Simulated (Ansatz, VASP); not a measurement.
**Two plane-wave programs on GaSb**

```
CELL_PARAMETERS angstrom
0.00000 3.05900 3.05900
3.05900 0.00000 3.05900
3.05900 3.05900 0.00000
ATOMIC_POSITIONS crystal
Ga 0.00000 0.00000 0.00000
Sb 0.25000 0.25000 0.25000
```

Alike in both runs: task single point; functional PBE; k mesh 4 × 4 × 4; no spin polarisation.

|  | VASP | Ansatz |
| --- | --- | --- |
| version | VASP 6.6.1 | Ansatz 0.2.0 |
| potentials or method | VASP PAW PBE potentials, release 64 (Ga_d, Sb) | plane waves, PAW |
| plane-wave cutoff (eV) | 500 | 420 |
| occupations | gaussian, width 0.01 eV | fixed |
| valence electrons in the cell | 18 | 28 |

```csv
,VASP,Ansatz,Ansatz less VASP
gap on the k mesh at the Fermi level (eV),0.03,0.03,-0.003
```

VASP's potentials hold 18 valence electrons a cell and Ansatz's 28, so a difference there can come from the potentials and not from the codes.

The k mesh is coarse, so the values compare programs but aren't converged. Spin-orbit coupling is off throughout.
